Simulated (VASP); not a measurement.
# I (I4_1/amd) in VASP: single point with PBE

Aim: the single point of I with PBE.

Program: VASP 6.6.1. These are calculated values, not measurements. Logs are shortened: lines on timing, memory, paths and dates and some standing lists are left out, and cuts for length are marked.

## (1) The cell of the first run

The structure is tetragonal, space group I4_1/amd (No. 141). Conventional cell: a = 6.200 Å, b = 6.200 Å, c = 3.854 Å, α = 90.00°, β = 90.00°, γ = 90.00°. I (site symmetry -4m2) has 10 I at 3.25 to 4.24 Å within 4.3 Å.

## (2) Single point, PBE (37.04 Å³/atom)

The input, INCAR:

```
SYSTEM = I
PREC = Accurate
ENCUT = 520
EDIFF = 1E-7
ISMEAR = -1
SIGMA = 0.1
LREAL = .False.
LASPH = .True.
NELM = 100
ALGO = Normal
ISIF = 2
LWAVE = .False.
LCHARG = .False.
GGA = PE
NBANDS = 14
```

The input, KPOINTS:

```
regular mesh
0
Gamma
  12 12 12
  0 0 0
```

The input, POSCAR:

```
I
1.0
   -3.1000544708      3.1000544708      1.9268738061
    3.1000544708     -3.1000544708      1.9268738061
    3.1000544708      3.1000544708     -1.9268738061
I
2
Direct
   -0.3750000000     -0.1250000000     -0.2500000000
    0.3750000000      0.1250000000      0.2500000000
```

Potentials or basis: VASP PAW PBE potentials, release 64 (I).

The run is started by

```console
cat potpaw_PBE.64/I/POTCAR > POTCAR
mpirun -np 1 vasp_std > vasp.out
```

OUTCAR:

```text
SYSTEM = I
   PREC = Accurate
   ENCUT = 520
   EDIFF = 1E-7
   ISMEAR = -1
   LREAL = .False.
   LASPH = .True.
   NELM = 100
   ISIF = 2
   GGA = PE

 ion  position               nearest neighbor table
   1  0.625  0.875  0.750-   2 3.25   2 3.25   2 3.25   2 3.25
   2  0.375  0.125  0.250-   1 3.25   1 3.25   1 3.25   1 3.25

  LATTYP: Found a body centered tetragonal cell.
 ALAT       =     6.2001089416
 C/A-ratio  =     0.6215612739

  Lattice vectors:

 A1 = (  -3.1000544708,   3.1000544708,   1.9268738061)
 A2 = (   3.1000544708,  -3.1000544708,   1.9268738061)
 A3 = (   3.1000544708,   3.1000544708,  -1.9268738061)

Analysis of symmetry for initial positions (statically):
=====================================================================
 Subroutine PRICEL returns:
 Original cell was already a primitive cell.

 Routine SETGRP: Setting up the symmetry group for a
 body centered tetragonal supercell.

 Subroutine GETGRP returns: Found 16 space group operations
 (whereof  4 operations were pure point group operations)
 out of a pool of 16 trial point group operations.

The static configuration has the point symmetry C_2h.
 The point group associated with its full space group is D_4h.

Analysis of symmetry for dynamics (positions and initial velocities):
=====================================================================
 Subroutine PRICEL returns:
 Original cell was already a primitive cell.

 Routine SETGRP: Setting up the symmetry group for a
 body centered tetragonal supercell.

 Subroutine GETGRP returns: Found 16 space group operations
 (whereof  4 operations were pure point group operations)
 out of a pool of 16 trial point group operations.

The dynamic configuration has the point symmetry C_2h.
 The point group associated with its full space group is D_4h.

 Subroutine INISYM returns: Found 16 space group operations
 (whereof  4 operations are pure point group operations),
 and found     1 'primitive' translations

----------------------------------------------------------------------------------------

                                     Primitive cell

  volume of cell :      74.0716

  direct lattice vectors                    reciprocal lattice vectors
    -3.100054471  3.100054471  1.926873806     0.000000000  0.161287489  0.259487673
     3.100054471 -3.100054471  1.926873806     0.161287489  0.000000000  0.259487673
     3.100054471  3.100054471 -1.926873806     0.161287489  0.161287489  0.000000000

  length of vectors
     4.788895291  4.788895291  4.788895291     0.305528242  0.305528242  0.228094954

  position of ions in fractional coordinates (direct lattice)
     0.625000000  0.875000000  0.750000000
     0.375000000  0.125000000  0.250000000

  ion indices of the primitive-cell ions
   primitive index   ion index
                 1           1
                 2           2

----------------------------------------------------------------------------------------

 KPOINTS: regular mesh

Automatic generation of k-mesh.
 Grid dimensions read from file:
 generate k-points for:   12   12   12

 Generating k-lattice:

  Cartesian coordinates                     Fractional coordinates (reciprocal lattice)
     0.000000000  0.013440624  0.021623973     0.083333333  0.000000000 -0.000000000
     0.013440624  0.000000000  0.021623973     0.000000000  0.083333333 -0.000000000
     0.013440624  0.013440624  0.000000000     0.000000000  0.000000000  0.083333333

  Length of vectors
     0.025460687  0.025460687  0.019007913

  Shift w.r.t. Gamma in fractional coordinates (k-lattice)
     0.000000000  0.000000000  0.000000000

 Subroutine IBZKPT returns following result:
 ===========================================

 Found    163 irreducible k-points:

 Following reciprocal coordinates:
            Coordinates               Weight
  0.000000  0.000000  0.000000      1.000000
  0.083333  0.000000 -0.000000      8.000000
  0.166667 -0.000000  0.000000      8.000000
  0.250000  0.000000 -0.000000      8.000000
  0.333333  0.000000 -0.000000      8.000000
  0.416667  0.000000 -0.000000      8.000000
[... 16 lines left out ...]
  0.500000  0.166667 -0.000000     16.000000
 -0.416667  0.166667  0.000000     16.000000
 [... further k-points ...]
   k-points           NKPTS =    163   k-points in BZ     NKDIM =    163   number of bands    NBANDS=     14
   number of dos      NEDOS =    301   number of ions     NIONS =      2
   total plane-waves  NPLWV =  46656
   dimension x,y,z NGX =    36 NGY =   36 NGZ =   36
   dimension x,y,z NGXF=    72 NGYF=   72 NGZF=   72
   ions per type =               2
   NGX,Y,Z   is equivalent  to a cutoff of  12.50, 12.50, 12.50 a.u.
   NGXF,Y,Z  is equivalent  to a cutoff of  24.99, 24.99, 24.99 a.u.
 SYSTEM =  I
   PREC   = accura    normal or accurate (medium, high low for compatibility)
   ISTART =      0    job   : 0-new  1-cont  2-samecut
   ICHARG =      2    charge: 1-file 2-atom 10-const
   ISPIN  =      1    spin polarized calculation?
   LNONCOLLINEAR =      F non collinear calculations
   LSORBIT =      F    spin-orbit coupling
   LASPH  =      T    aspherical Exc in radial PAW
   ENCUT  =  520.0 eV  38.22 Ry    6.18 a.u.   8.90  8.90  8.90*2*pi/ulx,y,z
   NELM   =    100;   NELMIN=  2; NELMDL= -5     # of ELM steps
   EDIFF  = 0.1E-06   stopping-criterion for ELM
   LREAL  =      F    real-space projection
   EDIFFG = 0.1E-05   stopping-criterion for IOM
   NSW    =      0    number of steps for IOM
   IBRION =     -1    ionic relax: 0-MD 1-quasi-New 2-CG
   NFREE  =      0    steps in history (QN), initial steepest desc. (CG)
   ISIF   =      2    stress and relaxation
   ISYM   =      2    0-nonsym 1-usesym 2-fastsym
   POTIM  = 0.5000    time-step for ionic-motion
   TEBEG  =    0.0;   TEEND  =   0.0 temperature during run
   PSTRESS=    0.0 pullay stress
   NELECT =      14.0000    total number of electrons
   NUPDOWN=      -1.0000    fix difference up-down
   EMIN   =  10.00;   EMAX   =-10.00  energy-range for DOS
   EFERMI =   0.00;   METHOD = LEGACY
   ISMEAR =    -1;   SIGMA  =   0.10  broadening in eV -4-tet -1-fermi 0-gaus
   EFERMI_NEDOS =   21; number of points for ismear=-14 and -15
   IALGO  =     38    algorithm
   IMIX   =      4    mixing-type and parameters
     AMIX     =   0.40;   BMIX     =  1.00
     AMIX_MAG =   1.60;   BMIX_MAG =  1.00
  volume/ion in A,a.u.               =      37.04       249.93
  Fermi-wavevector in a.u.,A,eV,Ry     =   0.939507  1.775412 12.009511  0.882674
  Thomas-Fermi vector in A             =   2.066826
   LORBIT       =      0    0 simple, 1 ext, 2 COOP (PROOUT), +10 PAW based schemes
   GGA     = PE    functional components
   LHFCALC =     F    Hartree Fock is set to
   AEXX    =    0.0000 exact exchange contribution
   IVDW    =     0    specifies the selected vdW correction
   LEPSILON=     F    determine dielectric tensor
   LRPA    =     F    only Hartree local field effects (RPA)
 non-spin polarized calculation
  energy-cutoff  :      520.00
  volume of cell :       74.07
 maximum number of plane-waves:      2024
   NGX = 17   NGY = 17   NGZ = 17

 number of electron      13.9999999 magnetization

 Free energy of the ion-electron system (eV)
  ---------------------------------------------------
  ext. energy  EPLUGINS =         0.00000000
  ---------------------------------------------------
  free energy    TOTEN  =        -2.20200871 eV

  energy without entropy =       -2.10367371  energy(sigma->0) =       -2.15284121

 E-fermi :   4.4170     XC(G=0):  -8.7251

 val. band max:        4.4130572551   @ k =  -0.1667  -0.2500   0.1667
 cond. band min:       4.4188648049   @ k =   0.3333   0.0833   0.0833
 fundamental gap:      0.0058075498
 Fermi energy:         4.4169859969

 k-point     1 :       0.0000    0.0000    0.0000
  band No.  band energies     occupation
      1      -9.5531      2.00000
      2      -6.7986      2.00000
      3       0.4765      2.00000
      4       0.4765      2.00000
      5       3.7066      1.99836
      6       3.7952      1.99602
      7       4.7859      0.04877
      8       4.7859      0.04877
      9       8.1328      0.00000
     10      10.0236      0.00000
     11      11.5254      0.00000
     12      12.2206      0.00000
     13      13.1904      0.00000
     14      13.1979      0.00000

 k-point     2 :       0.0833    0.0000   -0.0000
  band No.  band energies     occupation
      1      -9.5012      2.00000
      2      -6.8264      2.00000
      3       0.4678      2.00000
      4       0.5695      2.00000
      5       3.4607      1.99986
      6       3.5328      1.99971
      7       4.6773      0.13791
      8       4.7677      0.05824
      9       8.2677      0.00000
     10      10.4411      0.00000
     11      11.7002      0.00000
     12      12.1386      0.00000
     13      12.4699      0.00000
     14      12.6953      0.00000

 k-point     3 :       0.1667   -0.0000    0.0000
  band No.  band energies     occupation
      1      -9.3512      2.00000
      2      -6.9053      2.00000
      3       0.4467      2.00000
      4       0.8060      2.00000
      5       2.7420      2.00000
      6       3.0521      2.00000
      7       4.4447      0.86237
      8       4.7073      0.10404
      9       8.6545      0.00000
     10      10.9937      0.00000
     11      11.4964      0.00000
     12      11.7889      0.00000
     13      12.7670      0.00000
     14      13.0622      0.00000

 k-point     4 :       0.2500    0.0000   -0.0000
  band No.  band energies     occupation
      1      -9.1222      2.00000
      2      -7.0249      2.00000
      3       0.4243      2.00000
      4       1.0042      2.00000
      5       1.9492      2.00000
      6       2.6358      2.00000
      7       4.1749      1.83675
      8       4.6010      0.27398
      9       9.2221      0.00000
     10      10.4365      0.00000
     11      11.4900      0.00000
     12      12.3443      0.00000
     13      13.7189      0.00000
     14      14.0085      0.00000

 k-point     5 :       0.3333    0.0000   -0.0000
  band No.  band energies     occupation
      1      -8.8512      2.00000
      2      -7.1717      2.00000
      3       0.4092      2.00000
      4       0.7658      2.00000
      5       1.4842      2.00000
      6       2.5667      2.00000
      7       3.9281      1.98505
      8       4.4700      0.74110
      9       9.7911      0.00000
     10      10.1416      0.00000
     11      11.6971      0.00000
[... 276 lines left out ...]
 k-point    22 :       0.4167    0.1667   -0.0000
  band No.  band energies     occupation
      1      -8.4262      2.00000
      2      -7.5286      2.00000
      3      -0.0727      2.00000
      4       0.8423      2.00000
      5       1.2438      2.00000
      6       2.4981      2.00000
      7       3.9337      1.98420
      8       4.5309      0.48483
      9       9.9600      0.00000
     10      10.5131      0.00000
     11      11.7405      0.00000
     12      13.5863      0.00000
     13      14.0025      0.00000
     14      14.7252      0.00000

 k-point    23 :       0.5000    0.1667   -0.0000
  band No.  band energies     occupation
      1      -8.5645      2.00000
      2      -7.5336      2.00000
      3       0.1354      2.00000
      4       0.9475      2.00000
      5       1.4152      2.00000
      6       2.8719      2.00000
      7       3.5669      1.99959
      8       4.5977      0.28207
      9       9.9686      0.00000
     10      10.8526      0.00000
     11      11.8876      0.00000
     12      12.7586      0.00000
     13      14.4275      0.00000
     14      14.9720      0.00000

 k-point    24 :      -0.4167    0.1667    0.0000
  band No.  band energies     occupation
      1      -8.8230      2.00000
      2      -7.4412      2.00000
      3       0.3268      2.00000
      4       1.3243      2.00000
      5       1.6401      2.00000
      6       3.0685      2.00000
      7       3.4482      1.99988
      8       4.6465      0.18303
      9       9.8484      0.00000
     10      10.9878      0.00000
     11      11.8722      0.00000
     12      12.3356      0.00000
     13      13.9421      0.00000
     14      14.7448      0.00000

 [... further k-points ...]

------------------------ aborting loop because EDIFF is reached ----------------------------------------

  FORCE on cell =-STRESS in cart. coord.  units (eV):
  Direction    XX          YY          ZZ          XY          YZ          ZX
  --------------------------------------------------------------------------------------
  -------------------------------------------------------------------------------------
  Total        1.6021001      1.6021001      1.6257134     -0.0000000      0.0000000     -0.0000000
  in kB       34.6535969     34.6535969     35.1643556     -0.0000000      0.0000000     -0.0000000
  external PRESSURE =      34.8238498 kB  Pullay stress =       0.0000000 kB

 VOLUME and BASIS-vectors are now :
 -----------------------------------------------------------------------------
  energy-cutoff  :      520.00
  volume of cell :       74.07
      direct lattice vectors                 reciprocal lattice vectors
    -3.100054471  3.100054471  1.926873806     0.000000000  0.161287489  0.259487673
     3.100054471 -3.100054471  1.926873806     0.161287489  0.000000000  0.259487673
     3.100054471  3.100054471 -1.926873806     0.161287489  0.161287489  0.000000000

 POSITION                                       TOTAL-FORCE (eV/Angst)
 -----------------------------------------------------------------------------------
      3.10005      1.55003      1.44516        -0.000000     -0.000000     -0.000000
      0.00000      1.55003      0.48172         0.000000      0.000000      0.000000
 -----------------------------------------------------------------------------------
    total drift:                               -0.000000     -0.000000      0.000000

  FREE ENERGIE OF THE ION-ELECTRON SYSTEM (eV)
  ---------------------------------------------------
  free  energy   TOTEN  =        -2.2020087062 eV

  energy  without entropy=       -2.1036737070  energy(sigma->0) =       -2.15284121
```

Wall time 3.1 min (1 thread of Intel Xeon Platinum 8259CL at 2.50GHz (Skylake/Cascade Lake), shared host); peak memory 0.29 GiB.

Results:

```yaml
Free_energy: -2.2020 eV
Pressure: 3.5 GPa
Band_gap_on_the_k_mesh: zero (bands 7 and 8 overlap by 2.31 eV)
```

Caveat: the cell stands under pressure; spin-orbit coupling is left out, which moves the levels of the heavy elements.
